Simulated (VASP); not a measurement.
Write the native input for VASP 6.6.1 that does the following.

```
Task                   : single point
Functional             : LDA
Potentials or basis    : VASP PAW LDA potentials, release 64 (Ti_sv, B)
Cutoff                 : 520 eV
k mesh                 : 10 × 10 × 8
Occupations            : fermi-dirac, width 0.05 eV
Spin                   : no spin polarisation
Dipole correction      : no
Further INCAR settings : ALGO = Normal; EDIFF = 1e-06; NBANDS = 16
```

The structure of TiB2 lies in POSCAR:

```
TiB2
1.0
    3.0292000000      0.0000000000      0.0000000000
   -1.5146000000      2.6233641531      0.0000000000
    0.0000000000      0.0000000000      3.2284000000
Ti B
1 2
Direct
    0.0000000000      0.0000000000      0.0000000000
    0.6666666667      0.3333333333      0.5000000000
    0.3333333333      0.6666666667      0.5000000000
```

These files were run (other wordings do the same):

INCAR

```
SYSTEM = TiB2
PREC = Accurate
ENCUT = 520
EDIFF = 1E-6
ISMEAR = -1
SIGMA = 0.05
LREAL = .FALSE.
LASPH = .TRUE.
NELM = 80
ALGO = Normal
ISIF = 2
LWAVE = .FALSE.
LCHARG = .FALSE.
NBANDS = 16
```

KPOINTS

```
Automatic mesh
0
G
  10 10 8
  0 0 0
```

Potentials or basis: VASP PAW LDA potentials, release 64 (Ti_sv, B).

Run with:

```console
$ cat potpaw_LDA.64/Ti_sv/POTCAR potpaw_LDA.64/B/POTCAR > POTCAR
$ mpirun -np 1 vasp_std > vasp.out
```

Results of the run:

```
Pressure               : -10.7 GPa
Band gap on the k mesh : zero (band 9 reaches 10.29 eV, above the bottom of band 10 at 9.74 eV)
```

Run time: 22 s on 1 thread of Intel Xeon 8259CL, on a shared host, peak memory 0.15 GiB.
